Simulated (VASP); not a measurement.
Set up this calculation in VASP 6.6.1, as the native input.

| Property | Result |
| --- | --- |
| Task | relaxation of cell and atoms |
| Functional | PBE |
| Potentials or basis | VASP PAW PBE potentials, release 64 (K_sv) |
| Cutoff | 600 eV |
| k mesh | 12 × 12 × 12 |
| Occupations | gaussian, width 0.1 eV |
| Spin | no spin polarisation |
| Dipole correction | no |
| Further INCAR settings | ALGO = Normal; EDIFF = 1e-06; IBRION = 2; EDIFFG = -0.005; NSW = 100; ISIF = 3 |

The structure of K lies in POSCAR:

```
K
1.0
   -2.6975585200      2.6975585200      2.6975585200
    2.6975585200     -2.6975585200      2.6975585200
    2.6975585200      2.6975585200     -2.6975585200
K
1
Direct
    0.0000000000      0.0000000000      0.0000000000
```

One way to write it, as run:

INCAR

```
PREC = Accurate
ENCUT = 600
EDIFF = 1E-6
ISMEAR = 0
SIGMA = 0.1
LREAL = False
LASPH = True
NELM = 80
ALGO = Normal
ISIF = 3
LWAVE = False
LCHARG = False
GGA = PE
IBRION = 2
NSW = 100
EDIFFG = -0.005
```

KPOINTS

```
regular mesh
0
Gamma
  12 12 12
```

Potentials or basis: VASP PAW PBE potentials, release 64 (K_sv).

Launch:

```sh
$ cat potpaw_PBE.64/K_sv/POTCAR > POTCAR
$ mpirun -np 1 vasp_std > vasp.out
```

It gave:

The relaxed volume is 73.71 Å³/atom and the relaxed cell is a = 4.575 Å, b = 4.575 Å, c = 4.575 Å, α = 109.47°, β = 109.47°, γ = 109.47°. The space group after relaxing (to 0.1 Å) is Im-3m (No. 229) and the energy gained by relaxing is 3.1 meV/atom. The ionic steps are 6, the pressure after relaxing is 0.0 GPa and the band gap on the k mesh is zero (an odd number of electrons rules out a gap without spin polarisation).

Wall time 3.1 min on 1 thread of Intel(R) Xeon(R) Platinum 8259CL CPU @ 2.50GHz (Skylake/Cascade Lake) (shared host), peak memory 0.27 GiB.
